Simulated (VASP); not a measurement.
# Zr (Pm-3m) in VASP: notebook

The runs below take Zr through single point, with BLYP.

Program: VASP 6.6.1. These are calculated values, not measurements. Logs are shortened: lines on timing, memory, paths and dates and some standing lists are left out, and cuts for length are marked.

## Step 1: The cell of the first run

The structure is cubic, space group Pm-3m (No. 221). The conventional cell has a = 2.963 Å, b = 2.963 Å, c = 2.963 Å, α = 90.00°, β = 90.00°, γ = 90.00°. Zr (site symmetry m-3m) has 6 Zr at 2.96 Å within 3.9 Å.

## Step 2: Single point, BLYP

INCAR

```
SYSTEM = Zr
AGGAC = 1.0
AGGAX = 1.0
ALDAC = 0.0
ALDAX = 1.0
ALGO = Normal
EDIFF = 1E-6
ENCUT = 520
GGA = B5
ISIF = 2
ISMEAR = -1
LASPH = .TRUE.
LCHARG = .TRUE.
LELF = .TRUE.
LREAL = .FALSE.
LVHAR = .TRUE.
LWAVE = .FALSE.
NBANDS = 12
NELM = 80
PREC = Accurate
SIGMA = 0.1
```

KPOINTS

```
k-points
0
G
  11 11 11
  0 0 0
```

POSCAR

```
Zr
1.0
    2.9626510696      0.0000000000      0.0000000000
    0.0000000000      2.9626510696      0.0000000000
    0.0000000000      0.0000000000      2.9626510696
Zr
1
Direct
    0.0000000000      0.0000000000      0.0000000000
```

Potentials or basis: VASP PAW PBE potentials, release 64 (Zr_sv).

The run is started by

```bash
cat potpaw_PBE.64/Zr_sv/POTCAR > POTCAR
mpirun -np 1 vasp_std > vasp.out
```

OUTCAR:

```text
SYSTEM = Zr
   EDIFF = 1E-6
   ENCUT = 520
   GGA = B5
   ISIF = 2
   ISMEAR = -1
   LASPH = .TRUE.
   LREAL = .FALSE.
   NELM = 80
   PREC = Accurate

 ion  position               nearest neighbor table
   1  0.000  0.000  0.000-

  LATTYP: Found a simple cubic cell.
 ALAT       =     2.9626510696

  Lattice vectors:

 A1 = (   2.9626510696,   0.0000000000,   0.0000000000)
 A2 = (   0.0000000000,   2.9626510696,   0.0000000000)
 A3 = (   0.0000000000,   0.0000000000,   2.9626510696)

Analysis of symmetry for initial positions (statically):
=====================================================================
 Subroutine PRICEL returns:
 Original cell was already a primitive cell.

 Routine SETGRP: Setting up the symmetry group for a
 simple cubic supercell.

 Subroutine GETGRP returns: Found 48 space group operations
 (whereof 48 operations were pure point group operations)
 out of a pool of 48 trial point group operations.

The static configuration has the point symmetry O_h .

Analysis of symmetry for dynamics (positions and initial velocities):
=====================================================================
 Subroutine PRICEL returns:
 Original cell was already a primitive cell.

 Routine SETGRP: Setting up the symmetry group for a
 simple cubic supercell.

 Subroutine GETGRP returns: Found 48 space group operations
 (whereof 48 operations were pure point group operations)
 out of a pool of 48 trial point group operations.

The dynamic configuration has the point symmetry O_h .

 Subroutine INISYM returns: Found 48 space group operations
 (whereof 48 operations are pure point group operations),
 and found     1 'primitive' translations

----------------------------------------------------------------------------------------

                                     Primitive cell

  volume of cell :      26.0041

  direct lattice vectors                    reciprocal lattice vectors
     2.962651070  0.000000000  0.000000000     0.337535530  0.000000000  0.000000000
     0.000000000  2.962651070  0.000000000     0.000000000  0.337535530  0.000000000
     0.000000000  0.000000000  2.962651070     0.000000000  0.000000000  0.337535530

  length of vectors
     2.962651070  2.962651070  2.962651070     0.337535530  0.337535530  0.337535530

  position of ions in fractional coordinates (direct lattice)
     0.000000000  0.000000000  0.000000000

  ion indices of the primitive-cell ions
   primitive index   ion index
                 1           1

----------------------------------------------------------------------------------------

 KPOINTS: k-points

Automatic generation of k-mesh.
 Grid dimensions read from file:
 generate k-points for:   11   11   11

 Generating k-lattice:

  Cartesian coordinates                     Fractional coordinates (reciprocal lattice)
     0.030685048  0.000000000  0.000000000     0.090909091  0.000000000  0.000000000
     0.000000000  0.030685048  0.000000000     0.000000000  0.090909091  0.000000000
     0.000000000  0.000000000  0.030685048     0.000000000  0.000000000  0.090909091

  Length of vectors
     0.030685048  0.030685048  0.030685048

  Shift w.r.t. Gamma in fractional coordinates (k-lattice)
     0.000000000  0.000000000  0.000000000

 Subroutine IBZKPT returns following result:
 ===========================================

 Found     56 irreducible k-points:

 Following reciprocal coordinates:
            Coordinates               Weight
  0.000000  0.000000  0.000000      1.000000
  0.090909  0.000000  0.000000      6.000000
  0.181818  0.000000  0.000000      6.000000
  0.272727  0.000000  0.000000      6.000000
  0.363636  0.000000  0.000000      6.000000
  0.454545  0.000000  0.000000      6.000000
[... 16 lines left out ...]
  0.181818  0.090909  0.090909     24.000000
  0.272727  0.090909  0.090909     24.000000
 [... further k-points ...]
   k-points           NKPTS =     56   k-points in BZ     NKDIM =     56   number of bands    NBANDS=     12
   number of dos      NEDOS =    301   number of ions     NIONS =      1
   total plane-waves  NPLWV =  13824
   dimension x,y,z NGX =    24 NGY =   24 NGZ =   24
   dimension x,y,z NGXF=    48 NGYF=   48 NGZF=   48
   ions per type =               1
   NGX,Y,Z   is equivalent  to a cutoff of  13.47, 13.47, 13.47 a.u.
   NGXF,Y,Z  is equivalent  to a cutoff of  26.93, 26.93, 26.93 a.u.
 SYSTEM =  Zr
   PREC   = accura    normal or accurate (medium, high low for compatibility)
   ISTART =      0    job   : 0-new  1-cont  2-samecut
   ICHARG =      2    charge: 1-file 2-atom 10-const
   ISPIN  =      1    spin polarized calculation?
   LNONCOLLINEAR =      F non collinear calculations
   LSORBIT =      F    spin-orbit coupling
   LASPH  =      T    aspherical Exc in radial PAW
   ENCUT  =  520.0 eV  38.22 Ry    6.18 a.u.   5.51  5.51  5.51*2*pi/ulx,y,z
   NELM   =     80;   NELMIN=  2; NELMDL= -5     # of ELM steps
   EDIFF  = 0.1E-05   stopping-criterion for ELM
   LREAL  =      F    real-space projection
   EDIFFG = 0.1E-04   stopping-criterion for IOM
   NSW    =      0    number of steps for IOM
   IBRION =     -1    ionic relax: 0-MD 1-quasi-New 2-CG
   NFREE  =      0    steps in history (QN), initial steepest desc. (CG)
   ISIF   =      2    stress and relaxation
   ISYM   =      2    0-nonsym 1-usesym 2-fastsym
   POTIM  = 0.5000    time-step for ionic-motion
   TEBEG  =    0.0;   TEEND  =   0.0 temperature during run
   PSTRESS=    0.0 pullay stress
   NELECT =      12.0000    total number of electrons
   NUPDOWN=      -1.0000    fix difference up-down
   EMIN   =  10.00;   EMAX   =-10.00  energy-range for DOS
   EFERMI =   0.00;   METHOD = LEGACY
   ISMEAR =    -1;   SIGMA  =   0.10  broadening in eV -4-tet -1-fermi 0-gaus
   EFERMI_NEDOS =   21; number of points for ismear=-14 and -15
   IALGO  =     38    algorithm
   IMIX   =      4    mixing-type and parameters
     AMIX     =   0.40;   BMIX     =  1.00
     AMIX_MAG =   1.60;   BMIX_MAG =  1.00
  volume/ion in A,a.u.               =      26.00       175.48
  Fermi-wavevector in a.u.,A,eV,Ry     =   1.265090  2.390673 21.775480  1.600453
  Thomas-Fermi vector in A             =   2.398361
   LORBIT       =      0    0 simple, 1 ext, 2 COOP (PROOUT), +10 PAW based schemes
   GGA     = B5    functional components
   LHFCALC =     F    Hartree Fock is set to
   AEXX    =    0.0000 exact exchange contribution
   IVDW    =     0    specifies the selected vdW correction
   LEPSILON=     F    determine dielectric tensor
   LRPA    =     F    only Hartree local field effects (RPA)
 non-spin polarized calculation
  energy-cutoff  :      520.00
  volume of cell :       26.00
 maximum number of plane-waves:       739
 NGX is ok and might be reduce to    24
   NGX = 11   NGY = 11   NGZ = 11

 number of electron      12.0000001 magnetization

 Free energy of the ion-electron system (eV)
  ---------------------------------------------------
  ext. energy  EPLUGINS =         0.00000000
  ---------------------------------------------------
  free energy    TOTEN  =        -6.62026347 eV

  energy without entropy =       -6.55896391  energy(sigma->0) =       -6.58961369

 E-fermi :   8.0072     XC(G=0):  -9.8903

 val. band max:        7.9771288368   @ k =   0.2727   0.0909   0.0000
 cond. band min:       8.0239384718   @ k =   0.2727   0.0909   0.0909
 fundamental gap:      0.0468096351
 Fermi energy:         8.0071859921

 k-point     1 :       0.0000    0.0000    0.0000
  band No.  band energies     occupation
      1     -40.6041      2.00000
      2     -18.2028      2.00000
      3     -18.2028      2.00000
      4     -18.2028      2.00000
      5       3.2044      2.00000
      6       6.3985      2.00000
      7       6.3985      2.00000
      8      13.1548      0.00000
      9      13.1548      0.00000
     10      13.1548      0.00000
     11      20.4973      0.00000
     12      20.4973      0.00000

 k-point     2 :       0.0909    0.0000    0.0000
  band No.  band energies     occupation
      1     -40.5948      2.00000
      2     -18.2909      2.00000
      3     -18.1953      2.00000
      4     -18.1953      2.00000
      5       3.4001      2.00000
      6       6.4526      2.00000
      7       6.5999      2.00000
      8      12.8346      0.00000
      9      12.8346      0.00000
     10      13.1769      0.00000
     11      19.5881      0.00000
     12      20.9273      0.00000

 k-point     3 :       0.1818    0.0000    0.0000
  band No.  band energies     occupation
      1     -40.5697      2.00000
      2     -18.5218      2.00000
      3     -18.1753      2.00000
      4     -18.1753      2.00000
      5       3.9243      2.00000
      6       6.6028      2.00000
      7       7.1680      1.99955
      8      12.1075      0.00000
      9      12.1075      0.00000
     10      13.2367      0.00000
     11      17.9857      0.00000
     12      21.9561      0.00000

 k-point     4 :       0.2727    0.0000    0.0000
  band No.  band energies     occupation
      1     -40.5367      2.00000
      2     -18.8132      2.00000
      3     -18.1490      2.00000
      4     -18.1490      2.00000
      5       4.6357      2.00000
      6       6.8117      1.99999
      7       7.9237      1.39479
      8      11.3351      0.00000
      9      11.3351      0.00000
     10      13.3166      0.00000
     11      16.7028      0.00000
     12      21.7944      0.00000

 k-point     5 :       0.3636    0.0000    0.0000
  band No.  band energies     occupation
      1     -40.5060      2.00000
      2     -19.0709      2.00000
      3     -18.1246      2.00000
      4     -18.1246      2.00000
      5       5.3807      2.00000
      6       7.0181      1.99990
      7       8.4651      0.02033
      8      10.7354      0.00000
      9      10.7354      0.00000
     10      13.3917      0.00000
     11      16.2295      0.00000
     12      20.6110      0.00000

 k-point     6 :       0.4545    0.0000    0.0000
  band No.  band energies     occupation
      1     -40.4877      2.00000
      2     -19.2200      2.00000
      3     -18.1101      2.00000
      4     -18.1101      2.00000
      5       5.9329      2.00000
      6       7.1484      1.99963
      7       8.5574      0.00812
      8      10.4142      0.00000
      9      10.4142      0.00000
     10      13.4372      0.00000
     11      16.4919      0.00000
     12      19.9882      0.00000

 k-point     7 :       0.0909    0.0909    0.0000
  band No.  band energies     occupation
      1     -40.5855      2.00000
      2     -18.2878      2.00000
      3     -18.2784      2.00000
      4     -18.1879      2.00000
      5       3.5954      2.00000
      6       6.5800      2.00000
      7       6.7274      1.99999
      8      12.4916      0.00000
      9      12.7863      0.00000
     10      12.9384      0.00000
     11      19.9051      0.00000
     12      20.0872      0.00000

 k-point     8 :       0.1818    0.0909    0.0000
  band No.  band energies     occupation
      1     -40.5605      2.00000
      2     -18.5133      2.00000
      3     -18.2618      2.00000
      4     -18.1680      2.00000
      5       4.1157      2.00000
      6       6.7579      1.99999
      7       7.2649      1.99881
      8      11.7364      0.00000
      9      12.1282      0.00000
     10      12.9510      0.00000
     11      18.3723      0.00000
     12      20.9013      0.00000
[... 166 lines left out ...]
 k-point    20 :       0.4545    0.3636    0.0000
  band No.  band energies     occupation
      1     -40.3928      2.00000
      2     -19.0987      2.00000
      3     -18.9337      2.00000
      4     -18.0362      2.00000
      5       5.7096      2.00000
      6       7.3922      1.99574
      7      10.8858      0.00000
      8      11.1097      0.00000
      9      11.2890      0.00000
     10      12.2724      0.00000
     11      15.8444      0.00000
     12      20.5008      0.00000

 k-point    21 :       0.4545    0.4545    0.0000
  band No.  band energies     occupation
      1     -40.3751      2.00000
      2     -19.0770      2.00000
      3     -19.0748      2.00000
      4     -18.0224      2.00000
      5       5.3805      2.00000
      6       7.5836      1.97149
      7      10.9733      0.00000
      8      10.9940      0.00000
      9      12.4691      0.00000
     10      12.5797      0.00000
     11      15.2453      0.00000
     12      20.5457      0.00000

 k-point    22 :       0.0909    0.0909    0.0909
  band No.  band energies     occupation
      1     -40.5763      2.00000
      2     -18.2845      2.00000
      3     -18.2707      2.00000
      4     -18.2707      2.00000
      5       3.7903      2.00000
      6       6.7807      1.99999
      7       6.7807      1.99999
      8      12.3938      0.00000
      9      12.5910      0.00000
     10      12.5910      0.00000
     11      20.1497      0.00000
     12      20.5338      0.00000

 k-point    23 :       0.1818    0.0909    0.0909
  band No.  band energies     occupation
      1     -40.5513      2.00000
      2     -18.5047      2.00000
      3     -18.2583      2.00000
      4     -18.2499      2.00000
      5       4.3071      2.00000
      6       6.9298      1.99996
      7       7.3438      1.99737
      8      11.7280      0.00000
      9      11.8089      0.00000
     10      12.6303      0.00000
     11      18.7640      0.00000
     12      21.0977      0.00000

 k-point    24 :       0.2727    0.0909    0.0909
  band No.  band energies     occupation
      1     -40.5184      2.00000
      2     -18.7935      2.00000
      3     -18.2307      2.00000
      4     -18.2226      2.00000
      5       5.0024      2.00000
      6       7.1415      1.99965
      7       8.0239      0.91643
      8      10.9786      0.00000
      9      11.1417      0.00000
     10      12.7304      0.00000
     11      17.3797      0.00000
     12      21.9204      0.00000

 [... further k-points ...]
[... 5 lines left out ...]
  --------------------------------------------------------------------------------------
  -------------------------------------------------------------------------------------
  Total        0.0113080      0.0113080      0.0113080     -0.0000000      0.0000000     -0.0000000
  in kB        0.6967121      0.6967121      0.6967121     -0.0000000      0.0000000     -0.0000000
  external PRESSURE =       0.6967121 kB  Pullay stress =       0.0000000 kB

 VOLUME and BASIS-vectors are now :
 -----------------------------------------------------------------------------
  energy-cutoff  :      520.00
  volume of cell :       26.00
      direct lattice vectors                 reciprocal lattice vectors
     2.962651070  0.000000000  0.000000000     0.337535530  0.000000000  0.000000000
     0.000000000  2.962651070  0.000000000     0.000000000  0.337535530  0.000000000
     0.000000000  0.000000000  2.962651070     0.000000000  0.000000000  0.337535530

 POSITION                                       TOTAL-FORCE (eV/Angst)
 -----------------------------------------------------------------------------------
      0.00000      0.00000      0.00000         0.000000      0.000000      0.000000
 -----------------------------------------------------------------------------------
    total drift:                                0.000000     -0.000000     -0.000000

  FREE ENERGIE OF THE ION-ELECTRON SYSTEM (eV)
  ---------------------------------------------------
  free  energy   TOTEN  =        -6.6202634673 eV

  energy  without entropy=       -6.5589639076  energy(sigma->0) =       -6.58961369
```

It took 22 s on 1 thread of AMD EPYC 7R43 (Zen 3), shared host; peak memory 0.1 GiB.

Results:

```
Free energy            : -6.6203 eV
Pressure               : 0.1 GPa
Band gap on the k mesh : zero (band 6 reaches 8.70 eV, above the bottom of band 7 at 6.40 eV)
```

Caveat: the PAW data sets were made with another functional, which shifts forces and pressure a little.

## Step 3: Single point, BLYP (volume scaled by 0.88)

INCAR

```
AGGAC = 1.0
AGGAX = 1.0
ALDAC = 0.0
ALDAX = 1.0
ALGO = Normal
EDIFF = 1E-6
ENCUT = 520
GGA = B5
ISIF = 2
ISMEAR = -1
LASPH = True
LCHARG = True
LELF = True
LREAL = False
LVHAR = True
LWAVE = False
NBANDS = 12
NELM = 100
PREC = Accurate
SIGMA = 0.1
```

KPOINTS

```
k-points
0
Gamma
  12 12 12
```

POSCAR

```
Zr
1.0
    2.8390610329      0.0000000000      0.0000000000
    0.0000000000      2.8390610329      0.0000000000
    0.0000000000      0.0000000000      2.8390610329
Zr
1
Direct
    0.0000000000      0.0000000000      0.0000000000
```

Potentials or basis: VASP PAW PBE potentials, release 64 (Zr_sv).

The run is started by

```bash
cat potpaw_PBE.64/Zr_sv/POTCAR > POTCAR
mpirun -np 1 vasp_std > vasp.out
```

Wall time 29 s (1 thread of AMD EPYC 7R43 (Zen 3), shared host); peak memory 0.12 GiB.

It converged, with:

| Quantity | Value |
| --- | --- |
| Free energy | -6.5206 eV |
| Pressure | 10.2 GPa |
| Band gap on the k mesh | zero (band 6 reaches 10.47 eV, above the bottom of band 7 at 7.45 eV) |

Levels at points of the mesh, in eV from the Fermi level:
```tsv
k point	band 4	band 5	band 6	band 7	band 8	band 9
(0.00, 0.00, 0.00)	-25.87	-4.99	-1.93	-1.93	5.93	5.93
(0.50, 0.00, 0.00)	-25.73	-1.96	-1.03	0.79	2.59	2.59
(0.50, 0.50, 0.00)	-25.60	-3.32	-0.31	3.30	3.30	5.59
(0.50, 0.50, 0.50)	-26.93	-1.75	-1.75	-1.75	6.81	8.34
```

Caveat: the PAW data sets were made with another functional, which shifts forces and pressure a little.
